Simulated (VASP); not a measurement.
Runs of VASP 6.6.1 on SiO2. The structure is that of space group I-42d (No. 122), or close to it. The cells are those of the table. 

```tsv
cell	gap on the mesh (eV)	pressure (GPa)	largest force (eV/Å)
a = 4.995 Å, angles 123.7, 123.7, 83.8°, 6 atoms	6.10	(b)	0.30
a = 5.095 Å, angles 123.7, 123.7, 83.8°, 6 atoms	5.70	-4.6	0.45
a = 5.012 Å, angles 123.7, 123.7, 83.8°, 6 atoms	6.04	(a)	0.16
a = 5.046 Å, angles 123.7, 123.7, 83.8°, 6 atoms	5.91	0.0	0.10
a = 5.062 Å, angles 123.7, 123.7, 83.8°, 6 atoms	5.84	-1.6	0.22
```

Alike in all rows: task electric field gradients; level PBEsol; potentials or basis VASP PAW PBE potentials, release 64 (Si, O); no spin polarisation; k mesh 7 × 7 × 7; cutoff (eV) 520; smearing fermi-dirac 0.03 eV.

Question: Estimate the missing entries.

Answer: (a) 3.4; (b) 5.3.

Caveats: the PAW data sets were made with another functional, which shifts forces and pressure a little; the cell stands under pressure (at least some runs); the cell stands under tension (at least some runs).

A k mesh can miss the band edges.
